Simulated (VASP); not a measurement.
# Mo (P6/mmm) in VASP: notebook

Mo is run at these levels: PBE; tasks: single point.

All numbers are computed with VASP 6.6.1; they aren't measurements. Logs are shortened: lines on timing, memory, paths and dates and some standing lists are left out, and cuts for length are marked.

## Step 1: The cell of the first run

The structure is hexagonal, space group P6/mmm (No. 191). Conventional cell: a = 4.541 Å, b = 4.541 Å, c = 2.493 Å, α = 90.00°, β = 90.00°, γ = 120.00°. Mo (site symmetry 6/mmm) has 14 Mo at 2.49 to 2.90 Å within 3.3 Å. Mo (site symmetry -6m2) has 11 Mo at 2.49 to 2.90 Å within 3.3 Å.

This isn't the form of Mo at room conditions, which is bcc.

## Step 2: Single point, PBE (14.84 Å³/atom)

File INCAR:

```
SYSTEM = Mo
PREC = Accurate
ENCUT = 520
EDIFF = 1E-7
ISMEAR = -1
SIGMA = 0.1
LREAL = .False.
LASPH = .True.
NELM = 80
ALGO = Normal
ISIF = 2
LWAVE = .False.
LCHARG = .False.
GGA = PE
NBANDS = 28
```

File KPOINTS:

```
Automatic mesh
0
Gamma
  10 10 16
  0 0 0
```

File POSCAR:

```
Mo
1.0
    4.5406153485      0.0000000000      0.0000000000
   -2.2703076742      3.9322882406      0.0000000000
    0.0000000000      0.0000000000      2.4927152059
Mo
3
Direct
    0.0000000000      0.0000000000      1.0000000000
    0.3333333333      0.6666666667      0.5000000000
    0.6666666667      0.3333333333      0.5000000000
```

Potentials or basis: VASP PAW PBE potentials, release 64 (Mo_sv).

The run is started by

```console
$ cat potpaw_PBE.64/Mo_sv/POTCAR > POTCAR
$ mpirun -np 1 vasp_std > vasp.out
```

OUTCAR:

```text
SYSTEM = Mo
   PREC = Accurate
   ENCUT = 520
   EDIFF = 1E-7
   ISMEAR = -1
   LREAL = .False.
   LASPH = .True.
   NELM = 80
   ISIF = 2
   GGA = PE

 ion  position               nearest neighbor table
   1  0.000  0.000  0.000-   2 2.90   3 2.90   2 2.90   3 2.90   2 2.90   2 2.90   3 2.90   3 2.90
                             3 2.90   3 2.90   2 2.90   2 2.90
   2  0.333  0.667  0.500-   3 2.62   3 2.62   3 2.62   1 2.90   1 2.90   1 2.90   1 2.90   1 2.90
                             1 2.90
   3  0.667  0.333  0.500-   2 2.62   2 2.62   2 2.62   1 2.90   1 2.90   1 2.90   1 2.90   1 2.90
                             1 2.90

  LATTYP: Found a hexagonal cell.
 ALAT       =     4.5406153485
 C/A-ratio  =     0.5489818041

  Lattice vectors:

 A1 = (   4.5406153485,   0.0000000000,   0.0000000000)
 A2 = (  -2.2703076742,   3.9322882406,   0.0000000000)
 A3 = (   0.0000000000,   0.0000000000,   2.4927152059)

Analysis of symmetry for initial positions (statically):
=====================================================================
 Subroutine PRICEL returns:
 Original cell was already a primitive cell.

 Routine SETGRP: Setting up the symmetry group for a
 hexagonal supercell.

 Subroutine GETGRP returns: Found 24 space group operations
 (whereof 24 operations were pure point group operations)
 out of a pool of 24 trial point group operations.

The static configuration has the point symmetry D_6h.

Analysis of symmetry for dynamics (positions and initial velocities):
=====================================================================
 Subroutine PRICEL returns:
 Original cell was already a primitive cell.

 Routine SETGRP: Setting up the symmetry group for a
 hexagonal supercell.

 Subroutine GETGRP returns: Found 24 space group operations
 (whereof 24 operations were pure point group operations)
 out of a pool of 24 trial point group operations.

The dynamic configuration has the point symmetry D_6h.

 Subroutine INISYM returns: Found 24 space group operations
 (whereof 24 operations are pure point group operations),
 and found     1 'primitive' translations

----------------------------------------------------------------------------------------

                                     Primitive cell

  volume of cell :      44.5075

  direct lattice vectors                    reciprocal lattice vectors
     4.540615349  0.000000000  0.000000000     0.220234467  0.127152429  0.000000000
    -2.270307674  3.932288241  0.000000000     0.000000000  0.254304857  0.000000000
     0.000000000  0.000000000  2.492715206     0.000000000  0.000000000  0.401168973

  length of vectors
     4.540615349  4.540615348  2.492715206     0.254304857  0.254304857  0.401168973

  position of ions in fractional coordinates (direct lattice)
     0.000000000  0.000000000  0.000000000
     0.333333333  0.666666667  0.500000000
     0.666666667  0.333333333  0.500000000

  ion indices of the primitive-cell ions
   primitive index   ion index
                 1           1
                 2           2
                 3           3

----------------------------------------------------------------------------------------

 KPOINTS: Automatic mesh

Automatic generation of k-mesh.
 Grid dimensions read from file:
 generate k-points for:   10   10   16

 Generating k-lattice:

  Cartesian coordinates                     Fractional coordinates (reciprocal lattice)
     0.022023447  0.012715243  0.000000000     0.100000000  0.000000000  0.000000000
     0.000000000  0.025430486  0.000000000     0.000000000  0.100000000  0.000000000
     0.000000000  0.000000000  0.025073061     0.000000000  0.000000000  0.062500000

  Length of vectors
     0.025430486  0.025430486  0.025073061

  Shift w.r.t. Gamma in fractional coordinates (k-lattice)
     0.000000000  0.000000000  0.000000000

 Subroutine IBZKPT returns following result:
 ===========================================

 Found    126 irreducible k-points:

 Following reciprocal coordinates:
            Coordinates               Weight
  0.000000  0.000000  0.000000      1.000000
  0.100000  0.000000  0.000000      6.000000
  0.200000  0.000000  0.000000      6.000000
  0.300000  0.000000  0.000000      6.000000
  0.400000  0.000000  0.000000      6.000000
  0.500000  0.000000  0.000000      3.000000
[... 16 lines left out ...]
  0.300000  0.100000  0.062500     24.000000
  0.400000  0.100000  0.062500     24.000000
 [... further k-points ...]
   k-points           NKPTS =    126   k-points in BZ     NKDIM =    126   number of bands    NBANDS=     28
   number of dos      NEDOS =    301   number of ions     NIONS =      3
   total plane-waves  NPLWV =  25920
   dimension x,y,z NGX =    36 NGY =   36 NGZ =   20
   dimension x,y,z NGXF=    72 NGYF=   72 NGZF=   40
   ions per type =               3
   NGX,Y,Z   is equivalent  to a cutoff of  13.18, 13.18, 13.34 a.u.
   NGXF,Y,Z  is equivalent  to a cutoff of  26.36, 26.36, 26.68 a.u.
 SYSTEM =  Mo
   PREC   = accura    normal or accurate (medium, high low for compatibility)
   ISTART =      0    job   : 0-new  1-cont  2-samecut
   ICHARG =      2    charge: 1-file 2-atom 10-const
   ISPIN  =      1    spin polarized calculation?
   LNONCOLLINEAR =      F non collinear calculations
   LSORBIT =      F    spin-orbit coupling
   LASPH  =      T    aspherical Exc in radial PAW
   ENCUT  =  520.0 eV  38.22 Ry    6.18 a.u.   8.44  8.44  4.63*2*pi/ulx,y,z
   NELM   =     80;   NELMIN=  2; NELMDL= -5     # of ELM steps
   EDIFF  = 0.1E-06   stopping-criterion for ELM
   LREAL  =      F    real-space projection
   EDIFFG = 0.1E-05   stopping-criterion for IOM
   NSW    =      0    number of steps for IOM
   IBRION =     -1    ionic relax: 0-MD 1-quasi-New 2-CG
   NFREE  =      0    steps in history (QN), initial steepest desc. (CG)
   ISIF   =      2    stress and relaxation
   ISYM   =      2    0-nonsym 1-usesym 2-fastsym
   POTIM  = 0.5000    time-step for ionic-motion
   TEBEG  =    0.0;   TEEND  =   0.0 temperature during run
   PSTRESS=    0.0 pullay stress
   NELECT =      42.0000    total number of electrons
   NUPDOWN=      -1.0000    fix difference up-down
   EMIN   =  10.00;   EMAX   =-10.00  energy-range for DOS
   EFERMI =   0.00;   METHOD = LEGACY
   ISMEAR =    -1;   SIGMA  =   0.10  broadening in eV -4-tet -1-fermi 0-gaus
   EFERMI_NEDOS =   21; number of points for ismear=-14 and -15
   IALGO  =     38    algorithm
   IMIX   =      4    mixing-type and parameters
     AMIX     =   0.40;   BMIX     =  1.00
     AMIX_MAG =   1.60;   BMIX_MAG =  1.00
  volume/ion in A,a.u.               =      14.84       100.12
  Fermi-wavevector in a.u.,A,eV,Ry     =   1.605759  3.034444 35.082103  2.578462
  Thomas-Fermi vector in A             =   2.702054
   LORBIT       =      0    0 simple, 1 ext, 2 COOP (PROOUT), +10 PAW based schemes
   GGA     = PE    functional components
   LHFCALC =     F    Hartree Fock is set to
   AEXX    =    0.0000 exact exchange contribution
   IVDW    =     0    specifies the selected vdW correction
   LEPSILON=     F    determine dielectric tensor
   LRPA    =     F    only Hartree local field effects (RPA)
 non-spin polarized calculation
  energy-cutoff  :      520.00
  volume of cell :       44.51
 maximum number of plane-waves:      1251
 NGX is ok and might be reduce to    36
   NGX = 17   NGY = 17   NGZ =  9

 number of electron      42.0000000 magnetization

 Free energy of the ion-electron system (eV)
  ---------------------------------------------------
  ext. energy  EPLUGINS =         0.00000000
  ---------------------------------------------------
  free energy    TOTEN  =       -31.38417990 eV

  energy without entropy =      -31.26871270  energy(sigma->0) =      -31.32644630

 E-fermi :  13.2502     XC(G=0): -13.6543

 val. band max:       13.2380103879   @ k =   0.0000   0.0000   0.3750
 cond. band min:      13.2502813961   @ k =   0.4000   0.0000   0.4375
 fundamental gap:      0.0122710082
 Fermi energy:        13.2501621149

 k-point     1 :       0.0000    0.0000    0.0000
  band No.  band energies     occupation
      1     -47.8016      2.00000
      2     -47.5568      2.00000
      3     -47.3778      2.00000
      4     -22.0903      2.00000
      5     -22.0903      2.00000
      6     -21.9882      2.00000
[... 20 lines left out ...]
     27      17.9895      0.00000
     28      17.9895      0.00000

 k-point     2 :       0.1000    0.0000    0.0000
  band No.  band energies     occupation
      1     -47.7946      2.00000
      2     -47.5582      2.00000
      3     -47.3839      2.00000
      4     -22.1908      2.00000
      5     -22.1671      2.00000
      6     -21.8778      2.00000
[... 20 lines left out ...]
     27      17.8025      0.00000
     28      17.9598      0.00000

 k-point     3 :       0.2000    0.0000    0.0000
  band No.  band energies     occupation
      1     -47.7752      2.00000
      2     -47.5614      2.00000
      3     -47.4011      2.00000
      4     -22.3098      2.00000
      5     -22.2109      2.00000
      6     -21.7304      2.00000
[... 20 lines left out ...]
     27      17.3134      0.00000
     28      17.8693      0.00000

 k-point     4 :       0.3000    0.0000    0.0000
  band No.  band energies     occupation
      1     -47.7489      2.00000
      2     -47.5639      2.00000
      3     -47.4262      2.00000
      4     -22.4029      2.00000
      5     -22.1747      2.00000
      6     -21.5948      2.00000
[... 20 lines left out ...]
     27      16.7147      0.00000
     28      17.7146      0.00000

 k-point     5 :       0.4000    0.0000    0.0000
  band No.  band energies     occupation
      1     -47.7252      2.00000
      2     -47.5633      2.00000
      3     -47.4516      2.00000
      4     -22.4618      2.00000
      5     -22.0586      2.00000
      6     -21.6711      2.00000
[... 20 lines left out ...]
     27      17.0226      0.00000
     28      17.1472      0.00000

 k-point     6 :       0.5000    0.0000    0.0000
  band No.  band energies     occupation
      1     -47.7154      2.00000
      2     -47.5617      2.00000
      3     -47.4634      2.00000
      4     -22.4819      2.00000
      5     -21.8836      2.00000
      6     -21.8727      2.00000
[... 463 lines left out ...]
      5     -22.2162      2.00000
      6     -21.7471      2.00000
[... 20 lines left out ...]
     27      17.2332      0.00000
     28      17.6947      0.00000

 k-point    22 :       0.2000    0.1000    0.0625
  band No.  band energies     occupation
      1     -47.7460      2.00000
      2     -47.5528      2.00000
      3     -47.4062      2.00000
      4     -22.3242      2.00000
      5     -22.2224      2.00000
      6     -21.6311      2.00000
[... 20 lines left out ...]
     27      16.6426      0.00000
     28      17.5688      0.00000

 k-point    23 :       0.3000    0.1000    0.0625
  band No.  band energies     occupation
      1     -47.7215      2.00000
      2     -47.5517      2.00000
      3     -47.4330      2.00000
      4     -22.3913      2.00000
      5     -22.1461      2.00000
      6     -21.6219      2.00000
[... 20 lines left out ...]
     27      16.7560      0.00000
     28      17.3788      0.00000

 k-point    24 :       0.4000    0.1000    0.0625
  band No.  band energies     occupation
      1     -47.7051      2.00000
      2     -47.5471      2.00000
      3     -47.4547      2.00000
      4     -22.4271      2.00000
      5     -21.9983      2.00000
      6     -21.8022      2.00000
[... 20 lines left out ...]
     27      17.0567      0.00000
     28      17.2357      0.00000

 [... further k-points ...]

------------------------ aborting loop because EDIFF is reached ----------------------------------------

  FORCE on cell =-STRESS in cart. coord.  units (eV):
  Direction    XX          YY          ZZ          XY          YZ          ZX
  --------------------------------------------------------------------------------------
  -------------------------------------------------------------------------------------
  Total        6.4584322      6.4584322      7.3817115      0.0000000     -0.0000000     -0.0000000
  in kB      232.4903677    232.4903677    265.7265396      0.0000000     -0.0000000     -0.0000000
  external PRESSURE =     243.5690917 kB  Pullay stress =       0.0000000 kB

 VOLUME and BASIS-vectors are now :
 -----------------------------------------------------------------------------
  energy-cutoff  :      520.00
  volume of cell :       44.51
      direct lattice vectors                 reciprocal lattice vectors
     4.540615349  0.000000000  0.000000000     0.220234467  0.127152429  0.000000000
    -2.270307674  3.932288241  0.000000000     0.000000000  0.254304857  0.000000000
     0.000000000  0.000000000  2.492715206     0.000000000  0.000000000  0.401168973

 POSITION                                       TOTAL-FORCE (eV/Angst)
 -----------------------------------------------------------------------------------
      0.00000      0.00000      0.00000        -0.000000      0.000000      0.000000
     -0.00000      2.62153      1.24636         0.000000     -0.000000     -0.000000
      2.27031      1.31076      1.24636        -0.000000      0.000000      0.000000
 -----------------------------------------------------------------------------------
    total drift:                                0.000000      0.000000     -0.000000

  FREE ENERGIE OF THE ION-ELECTRON SYSTEM (eV)
  ---------------------------------------------------
  free  energy   TOTEN  =       -31.3841799021 eV

  energy  without entropy=      -31.2687126993  energy(sigma->0) =      -31.32644630
```

It took 56 s on 1 thread of Intel Xeon 6975P-C (Granite Rapids), shared host; peak memory 0.25 GiB.

Results:

| Property | Result |
| --- | --- |
| Free energy | -31.3842 eV |
| Pressure | 24.4 GPa |
| Band gap on the k mesh | zero (bands 21 and 22 overlap by 1.56 eV) |

Caveat: the cell stands under pressure.

## Step 3: Single point, PBE (15.48 Å³/atom)

This run uses another cell than the first one, of 15.48 Å³/atom.

File INCAR:

```
SYSTEM = Mo
PREC = Accurate ; ENCUT = 520
EDIFF = 1E-7 ; ISMEAR = -1
SIGMA = 0.1 ; LREAL = .False.
LASPH = .True. ; NELM = 100
ALGO = Normal ; ISIF = 2
LWAVE = .False. ; LCHARG = .True.
GGA = PE ; LELF = .True.
LVHAR = .True. ; NBANDS = 28
```

File KPOINTS:

```
regular mesh
0
Gamma
  10 10 16
  0 0 0
```

File POSCAR:

```
Mo
1.0
    4.6054900469      0.0000000000      0.0000000000
   -2.3027450235      3.9884713775      0.0000000000
    0.0000000000      0.0000000000      2.5283302350
Mo
3
Direct
    0.0000000000      0.0000000000      1.0000000000
    0.3333333333      0.6666666667      0.5000000000
    0.6666666667      0.3333333333      0.5000000000
```

Potentials or basis: VASP PAW PBE potentials, release 64 (Mo_sv).

The run is started by

```console
$ cat potpaw_PBE.64/Mo_sv/POTCAR > POTCAR
$ mpirun -np 1 vasp_std > vasp.out
```

Wall time 67 s (1 thread of Intel Xeon 6975P-C (Granite Rapids), shared host); peak memory 0.25 GiB.

Results (log left out):

```yaml
Free_energy: -31.5972 eV
Pressure: 11.2 GPa
Band_gap_on_the_k_mesh: zero (bands 21 and 22 overlap by 1.48 eV)
```

Stress tensor (GPa, compression positive):
```
10.72  0.00  0.00
 0.00 10.72  0.00
 0.00  0.00 12.25
```

Levels at points of the mesh, in eV from the Fermi level:
```tsv
k point	band 18	band 19	band 20	band 21	band 22	band 23	band 24	band 25
(0.00, 0.00, 0.00)	-2.22	-2.16	-2.16	-0.57	-0.57	1.82	1.82	1.89
(0.50, 0.00, 0.00)	-2.76	-2.27	-2.21	0.84	1.32	2.06	2.07	2.14
(0.00, 0.00, 0.50)	-1.45	-1.24	-1.24	0.12	0.12	2.52	2.52	3.25
(0.50, 0.00, 0.50)	-2.11	-1.93	-0.27	-0.20	1.19	1.32	2.21	2.52
```

Caveat: the cell stands under pressure.
